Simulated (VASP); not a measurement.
A run of VASP 6.6.1 is set up as follows.

File INCAR:

```
PREC = Accurate
ENCUT = 520
EDIFF = 1E-6
ISMEAR = 1
SIGMA = 0.15
LREAL = False
LASPH = True
NELM = 100
ALGO = Normal
ISIF = 2
LWAVE = False
LCHARG = False
GGA = PE
NBANDS = 26
```

The input KPOINTS:

```
regular mesh
0
Gamma
  6 6 6
```

Contents of POSCAR:

```
BeAu3
1.0
    3.9847809874      0.0000000000      0.0000000000
    0.0000000000      3.9847809874      0.0000000000
    0.0000000000      0.0000000000      3.9847809874
Be Au
1 3
Direct
    0.0000000000      0.0000000000      0.0000000000
    0.0000000000      0.5000000000      0.5000000000
    0.5000000000      0.0000000000      0.5000000000
    0.5000000000      0.5000000000      0.0000000000
```

Potentials or basis: VASP PAW PBE potentials, release 64 (Be, Au).

The run is started by

```sh
$ cat potpaw_PBE.64/Be/POTCAR potpaw_PBE.64/Au/POTCAR > POTCAR
$ mpirun -np 1 vasp_std > vasp.out
```

What does it give for the pressure?

1.4 GPa.
